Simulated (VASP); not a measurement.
Set up this calculation in VASP 6.6.1, as the native input.

* Task: relaxation of cell and atoms
* Functional: PBEsol
* Potentials or basis: VASP PAW PBE potentials, release 64 (Nb_sv)
* Cutoff: 600 eV
* k mesh: 16 × 16 × 16
* Occupations: methfessel-paxton, width 0.1 eV
* Spin: no spin polarisation
* Target pressure: 10 GPa
* Dipole correction: no
* Further INCAR settings: ALGO = Normal; EDIFF = 1e-07; IBRION = 2; EDIFFG = -0.01; NSW = 80; ISIF = 3

The structure of Nb lies in POSCAR:

```
Nb
1.0
   -1.6639500000      1.6639500000      1.6639500000
    1.6639500000     -1.6639500000      1.6639500000
    1.6639500000      1.6639500000     -1.6639500000
Nb
1
Direct
    0.0000000000      0.0000000000      0.0000000000
```

These files were run (other wordings do the same):

INCAR

```
SYSTEM = Nb
ALGO = Normal
EDIFF = 1E-7
EDIFFG = -0.01
ENCUT = 600
GGA = PS
IBRION = 2
ISIF = 3
ISMEAR = 1
LASPH = .TRUE.
LCHARG = .FALSE.
LREAL = .FALSE.
LWAVE = .FALSE.
NELM = 80
NSW = 80
PREC = Accurate
PSTRESS = 100.0
SIGMA = 0.1
```

KPOINTS

```
k-points
0
G
  16 16 16
  0 0 0
```

Potentials or basis: VASP PAW PBE potentials, release 64 (Nb_sv).

The run is started by

```console
$ cat potpaw_PBE.64/Nb_sv/POTCAR > POTCAR
$ mpirun -np 1 vasp_std > vasp.out
```

Results of the run:

```json
{
 "Relaxed volume": "16.64 Å³/atom",
 "Relaxed cell": "a = 2.785 Å, b = 2.785 Å, c = 2.785 Å, α = 109.47°, β = 109.47°, γ = 109.47°",
 "Space group after relaxing (to 0.1 Å)": "Im-3m (No. 229)",
 "Energy change on relaxing (the run minimises the enthalpy)": "-3.9 meV/atom",
 "Ionic steps": "7",
 "Pressure after relaxing": "10.0 GPa",
 "Band gap on the k mesh": "zero (an odd number of electrons rules out a gap without spin polarisation)"
}
```

Caveat: the cell is relaxed towards a set pressure, so the run minimises the enthalpy, not the energy; the PAW data sets were made with another functional, which shifts forces and pressure a little.

Run time: 3.8 min on 1 thread of Intel Xeon 8259CL (shared host), peak memory 0.18 GiB.
